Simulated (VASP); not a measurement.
# Sb in VASP: relaxation of the atoms with r2SCAN

Aim: the relaxation of the atoms of Sb with r2SCAN.

All numbers are computed with VASP 6.6.1; they aren't measurements. Logs are shortened: lines on timing, memory, paths and dates and some standing lists are left out, and cuts for length are marked.

**1. The cell of the first run**

The cell holds a slab with vacuum, 3 atoms: a = 3.349 Å, b = 3.349 Å, c = 22.585 Å, α = 90.00°, β = 90.00°, γ = 120.00°.

**2. Relaxation of the atoms, r2SCAN**

POSCAR reads:

```
Sb
1.0
    3.3493847060      0.0000000000      0.0000000000
   -1.6746923530      2.9006522425      0.0000000000
    0.0000000000      0.0000000000     22.5846319197
Sb
3
Selective dynamics
Direct
    0.3333333333      0.6666666667      0.3763621223  F F F
    0.6666666667      0.3333333333      0.5000000000  T T T
    0.3333333333      0.6666666667      0.6236378777  T T T
```

INCAR.step1 reads:

```
  PREC = Accurate
  ENCUT = 520
  ISMEAR = 0
  SIGMA = 0.1
  LREAL = F
  LASPH = T
  NELM = 100
  LDIPOL = T
  IDIPOL = 3
  DIPOL = 0.5 0.5 0.500
  GGA = PE
  ALGO = Normal
  EDIFF = 1E-4
  LWAVE = T
  LCHARG = F
```

INCAR.step2 reads:

```
  PREC = Accurate
  ENCUT = 520
  EDIFF = 1E-7
  ISMEAR = 0
  SIGMA = 0.1
  LREAL = F
  LASPH = T
  NELM = 100
  ALGO = Normal
  ISIF = 2
  LWAVE = F
  LCHARG = F
  LDIPOL = T
  IDIPOL = 3
  DIPOL = 0.5 0.5 0.500
  METAGGA = R2SCAN
  LMIXTAU = T
  IBRION = 2
  NSW = 90
  EDIFFG = -0.03
  ISTART = 1
```

KPOINTS reads:

```
Automatic mesh
0
Gamma
  9 9 1
```

Potentials or basis: VASP PAW PBE potentials, release 64 (Sb).

On the command line:

```console
> cat potpaw_PBE.64/Sb/POTCAR > POTCAR
> cp INCAR.step1 INCAR
> mpirun -np 1 vasp_std > vasp.out
> cp INCAR.step2 INCAR
> mpirun -np 1 vasp_std > vasp.out
```

OUTCAR:

```text
PREC = Accurate
   ENCUT = 520
   EDIFF = 1E-7
   ISMEAR = 0
   LREAL = F
   LASPH = T
   NELM = 100
   ISIF = 2
   METAGGA = R2SCAN
   IBRION = 2
   NSW = 90
   EDIFFG = -0.03
   ISTART = 1

 ion  position               nearest neighbor table
   1  0.333  0.667  0.376-   2 3.40   2 3.40   2 3.40
   2  0.667  0.333  0.500-   1 3.40   3 3.40   1 3.40   3 3.40   1 3.40   3 3.40
   3  0.333  0.667  0.624-   2 3.40   2 3.40   2 3.40

  LATTYP: Found a hexagonal cell.
 ALAT       =     3.3493847060
 C/A-ratio  =     6.7429196411

  Lattice vectors:

 A1 = (   3.3493847060,   0.0000000000,   0.0000000000)
 A2 = (  -1.6746923530,   2.9006522425,   0.0000000000)
 A3 = (   0.0000000000,   0.0000000000,  22.5846319197)

Analysis of symmetry for initial positions (statically):
=====================================================================
 Subroutine PRICEL returns:
 Original cell was already a primitive cell.

 Routine SETGRP: Setting up the symmetry group for a
 hexagonal supercell.

 Subroutine GETGRP returns: Found 12 space group operations
 (whereof 12 operations were pure point group operations)
 out of a pool of 24 trial point group operations.

The static configuration has the point symmetry D_3h.

Analysis of symmetry for dynamics (positions and initial velocities):
=====================================================================
 Subroutine PRICEL returns:
 Original cell was already a primitive cell.

 Routine SETGRP: Setting up the symmetry group for a
 hexagonal supercell.

 Subroutine GETGRP returns: Found 12 space group operations
 (whereof 12 operations were pure point group operations)
 out of a pool of 24 trial point group operations.

The dynamic configuration has the point symmetry D_3h.

Analysis of constrained symmetry for selective dynamics:
=====================================================================
 Subroutine PRICEL returns:
 Original cell was already a primitive cell.

 Routine SETGRP: Setting up the symmetry group for a
 hexagonal supercell.

 Subroutine GETGRP returns: Found  6 space group operations
 (whereof  6 operations were pure point group operations)
 out of a pool of 24 trial point group operations.

The constrained configuration has the point symmetry C_3v.

 Subroutine INISYM returns: Found  6 space group operations
 (whereof  6 operations are pure point group operations),
 and found     1 'primitive' translations

----------------------------------------------------------------------------------------

                                     Primitive cell

  volume of cell :     219.4187

  direct lattice vectors                    reciprocal lattice vectors
     3.349384706  0.000000000  0.000000000     0.298562300  0.172375024  0.000000000
    -1.674692353  2.900652243  0.000000000     0.000000000  0.344750048  0.000000000
     0.000000000  0.000000000 22.584631920     0.000000000  0.000000000  0.044277897

  length of vectors
     3.349384706  3.349384706 22.584631920     0.344750048  0.344750048  0.044277897

  position of ions in fractional coordinates (direct lattice)
     0.333333333  0.666666667  0.376362122
     0.666666667  0.333333333  0.500000000
     0.333333333  0.666666667  0.623637878

  ion indices of the primitive-cell ions
   primitive index   ion index
                 1           1
                 2           2
                 3           3

----------------------------------------------------------------------------------------

 KPOINTS: Automatic mesh

Automatic generation of k-mesh.
 Grid dimensions read from file:
 generate k-points for:    9    9    1

 Generating k-lattice:

  Cartesian coordinates                     Fractional coordinates (reciprocal lattice)
     0.033173589  0.019152780  0.000000000     0.111111111  0.000000000  0.000000000
     0.000000000  0.038305561  0.000000000     0.000000000  0.111111111  0.000000000
     0.000000000  0.000000000  0.044277897     0.000000000  0.000000000  1.000000000

  Length of vectors
     0.038305561  0.038305561  0.044277897

  Shift w.r.t. Gamma in fractional coordinates (k-lattice)
     0.000000000  0.000000000  0.000000000

 Subroutine IBZKPT returns following result:
 ===========================================

 Found     12 irreducible k-points:

 Following reciprocal coordinates:
            Coordinates               Weight
  0.000000  0.000000  0.000000      1.000000
  0.111111 -0.000000  0.000000      6.000000
  0.222222 -0.000000  0.000000      6.000000
  0.333333  0.000000  0.000000      6.000000
  0.444444 -0.000000  0.000000      6.000000
  0.111111  0.111111  0.000000      6.000000
  0.222222  0.111111  0.000000     12.000000
  0.333333  0.111111  0.000000     12.000000
  0.444444  0.111111  0.000000      6.000000
  0.222222  0.222222  0.000000      6.000000
  0.333333  0.222222  0.000000     12.000000
  0.333333  0.333333  0.000000      2.000000
   k-points           NKPTS =     12   k-points in BZ     NKDIM =     12   number of bands    NBANDS=     11
   number of dos      NEDOS =    301   number of ions     NIONS =      3
   total plane-waves  NPLWV = 131712
   dimension x,y,z NGX =    28 NGY =   28 NGZ =  168
   dimension x,y,z NGXF=    56 NGYF=   56 NGZF=  336
   ions per type =               3
   NGX,Y,Z   is equivalent  to a cutoff of  13.90, 13.90, 12.37 a.u.
   NGXF,Y,Z  is equivalent  to a cutoff of  27.80, 27.80, 24.73 a.u.
 SYSTEM =  unknown system
   PREC   = accura    normal or accurate (medium, high low for compatibility)
   ISTART =      1    job   : 0-new  1-cont  2-samecut
   ICHARG =      0    charge: 1-file 2-atom 10-const
   ISPIN  =      1    spin polarized calculation?
   LNONCOLLINEAR =      F non collinear calculations
   LSORBIT =      F    spin-orbit coupling
   LASPH  =      T    aspherical Exc in radial PAW
   ENCUT  =  520.0 eV  38.22 Ry    6.18 a.u.   6.23  6.23 41.99*2*pi/ulx,y,z
   NELM   =    100;   NELMIN=  2; NELMDL=  0     # of ELM steps
   EDIFF  = 0.1E-06   stopping-criterion for ELM
   LREAL  =      F    real-space projection
   EDIFFG = -.3E-01   stopping-criterion for IOM
   NSW    =     90    number of steps for IOM
   IBRION =      2    ionic relax: 0-MD 1-quasi-New 2-CG
   NFREE  =      1    steps in history (QN), initial steepest desc. (CG)
   ISIF   =      2    stress and relaxation
   ISYM   =      2    0-nonsym 1-usesym 2-fastsym
   POTIM  = 0.5000    time-step for ionic-motion
   TEBEG  =    0.0;   TEEND  =   0.0 temperature during run
   PSTRESS=    0.0 pullay stress
   NELECT =      15.0000    total number of electrons
   NUPDOWN=      -1.0000    fix difference up-down
   EMIN   =  10.00;   EMAX   =-10.00  energy-range for DOS
   EFERMI =   0.00;   METHOD = LEGACY
   ISMEAR =     0;   SIGMA  =   0.10  broadening in eV -4-tet -1-fermi 0-gaus
   EFERMI_NEDOS =   21; number of points for ismear=-14 and -15
   IALGO  =     38    algorithm
   IMIX   =      4    mixing-type and parameters
     AMIX     =   0.40;   BMIX     =  1.00
     AMIX_MAG =   1.60;   BMIX_MAG =  1.00
  volume/ion in A,a.u.               =      73.14       493.57
  Fermi-wavevector in a.u.,A,eV,Ry     =   0.669392  1.264968  6.096580  0.448086
  Thomas-Fermi vector in A             =   1.744593
   LORBIT       =      0    0 simple, 1 ext, 2 COOP (PROOUT), +10 PAW based schemes
   METAGGA = R2SCAN    functional components
   LHFCALC =     F    Hartree Fock is set to
   AEXX    =    0.0000 exact exchange contribution
   IVDW    =     0    specifies the selected vdW correction
   LEPSILON=     F    determine dielectric tensor
   LRPA    =     F    only Hartree local field effects (RPA)
 conjugate gradient relaxation of ions
 non-spin polarized calculation
 Gauss-broadening in eV      SIGMA  =   0.10
  energy-cutoff  :      520.00
  volume of cell :      219.42
 maximum number of plane-waves:      5951
 NGX is ok and might be reduce to    28
   NGX = 13   NGY = 13   NGZ = 83

--------------------------------------- Ionic step        1  -------------------------------------------

 number of electron      15.0000000 magnetization

 Free energy of the ion-electron system (eV)
  ---------------------------------------------------
  ext. energy  EPLUGINS =         0.00000000
  ---------------------------------------------------
  free energy    TOTEN  =       -75.53473997 eV

  energy without entropy =      -75.52352322  energy(sigma->0) =      -75.52913160

------------------------ aborting loop because EDIFF is reached ----------------------------------------

  FORCE on cell =-STRESS in cart. coord.  units (eV):
  Direction    XX          YY          ZZ          XY          YZ          ZX
  --------------------------------------------------------------------------------------
  -------------------------------------------------------------------------------------
  Total       -1.4052105     -1.4052105     -2.0296147      0.0000000     -0.0000000      0.0000000
  in kB      -10.2607299    -10.2607299    -14.8200770      0.0000000     -0.0000000      0.0000000
  external PRESSURE =     -11.7805123 kB  Pullay stress =       0.0000000 kB
[... 92 lines left out ...]
  FREE ENERGIE OF THE ION-ELECTRON SYSTEM (eV)
  ---------------------------------------------------
  free  energy   TOTEN  =       -75.5579344764 eV

  energy  without entropy=      -75.5470915592  energy(sigma->0) =      -75.55251302

[... ionic steps 4 to 8 ...]

--------------------------------------- Ionic step        9  -------------------------------------------

 number of electron      15.0000000 magnetization

------------------------ aborting loop because EDIFF is reached ----------------------------------------

 vacuum level on the upper side and lower side of the slab       (xc-potential included)        -0.068         0.009

  FORCE on cell =-STRESS in cart. coord.  units (eV):
  Direction    XX          YY          ZZ          XY          YZ          ZX
  --------------------------------------------------------------------------------------
  -------------------------------------------------------------------------------------
  Total       -0.5435891     -0.5435891     -0.2450668      0.0000000      0.0000000      0.0000000
  in kB       -3.9692421     -3.9692421     -1.7894573      0.0000000      0.0000000      0.0000000
  external PRESSURE =      -3.2426472 kB  Pullay stress =       0.0000000 kB
[... 55 lines left out ...]
  FREE ENERGIE OF THE ION-ELECTRON SYSTEM (eV)
  ---------------------------------------------------
  free  energy   TOTEN  =       -75.5925953891 eV

  energy  without entropy=      -75.5761060888  energy(sigma->0) =      -75.58435074

 dipolmoment           0.000000      0.000000      0.000073 electrons x Angstroem

--------------------------------------- Ionic step       11  -------------------------------------------

 number of electron      15.0000000 magnetization

 dipolmoment           0.000000      0.000000     -0.000102 electrons x Angstroem

 Free energy of the ion-electron system (eV)
  ---------------------------------------------------
  ext. energy  EPLUGINS =         0.00000000
  ---------------------------------------------------
  free energy    TOTEN  =       -75.59453034 eV

  energy without entropy =      -75.57877621  energy(sigma->0) =      -75.58665328

 E-fermi :   0.2300     XC(G=0):  -4.5048

 val. band max:        0.1791098225   @ k =   0.3333   0.2222   0.0000
 cond. band min:       0.2421168350   @ k =   0.3333   0.3333   0.0000
 fundamental gap:      0.0630070125
 Fermi energy:         0.2299764698

 k-point     1 :       0.0000    0.0000    0.0000
  band No.  band energies     occupation
      1     -13.0973      2.00000
      2     -11.6756      2.00000
      3      -9.8265      2.00000
      4      -4.5538      2.00000
      5      -1.2426      2.00000
      6       2.5006      0.00000
      7       4.3652      0.00000
      8       4.3652      0.00000
      9       4.4779      0.00000
     10       5.0660      0.00000
     11       5.3787      0.00000
[... 142 lines left out ...]
  band No.  band energies     occupation
      1      -8.1017      2.00000
      2      -7.8001      2.00000
      3      -7.4751      2.00000
      4      -4.1408      2.00000
      5      -3.7738      2.00000
      6      -3.2133      2.00000
      7      -2.8182      2.00000
      8      -2.0731      2.00000
      9      -1.3067      2.00000
     10       0.2421      0.86368
     11       1.6417      0.00000

------------------------ aborting loop because EDIFF is reached ----------------------------------------

 vacuum level on the upper side and lower side of the slab       (xc-potential included)        -0.023        -0.018

  FORCE on cell =-STRESS in cart. coord.  units (eV):
  Direction    XX          YY          ZZ          XY          YZ          ZX
  --------------------------------------------------------------------------------------
  -------------------------------------------------------------------------------------
  Total       -0.4940778     -0.4940778     -0.1152065      0.0000000     -0.0000000      0.0000000
  in kB       -3.6077149     -3.6077149     -0.8412279      0.0000000     -0.0000000      0.0000000
  external PRESSURE =      -2.6855526 kB  Pullay stress =       0.0000000 kB
[... 18 lines left out ...]
  FREE ENERGIE OF THE ION-ELECTRON SYSTEM (eV)
  ---------------------------------------------------
  free  energy   TOTEN  =       -75.5945303396 eV

  energy  without entropy=      -75.5787762119  energy(sigma->0) =      -75.58665328

 reached required accuracy - stopping structural energy minimisation

 vacuum level on the upper side and lower side of the slab         4.697         4.699
```

Run time: 49 min. Hardware: 1 thread of Intel Xeon Platinum 8259CL at 2.50GHz (Skylake/Cascade Lake), shared host; peak memory 0.42 GiB.

Results:

```yaml
Free_energy: -75.5945 eV
Energy_gained_by_relaxing: 19.9 meV/atom
Ionic_steps: 11
Band_gap_on_the_k_mesh: zero (an odd number of electrons rules out a gap without spin polarisation)
```

The path:
```tsv
step	energy change (eV)	largest force on free atoms (eV/Å)	pressure (GPa)
1	0.0000	0.3624	-1.18
2	-0.0062	0.3484	-1.13
3	-0.0232	0.2940	-0.97
4	-0.0462	0.1317	-0.61
5	-0.0177	0.4916	0.35
6	-0.0501	0.1036	-0.44
7	-0.0505	0.1278	-0.36
8	-0.0530	0.1031	-0.36
9	-0.0581	0.0432	-0.32
10	-0.0579	0.0700	-0.15
11	-0.0598	0.0201	-0.27
```

Final structure:
```
Sb
1.0
     3.34938    0.00000    0.00000
    -1.67469    2.90065    0.00000
     0.00000    0.00000   22.58463
Sb
3
Cartesian
  0.0000 1.9338 8.5000
  1.6747 0.9669 11.1492
  0.0000 1.9338 13.7962
```

Caveat: the PAW data sets were made with another functional, which shifts forces and pressure a little; spin-orbit coupling is left out, which moves the levels of the heavy elements.
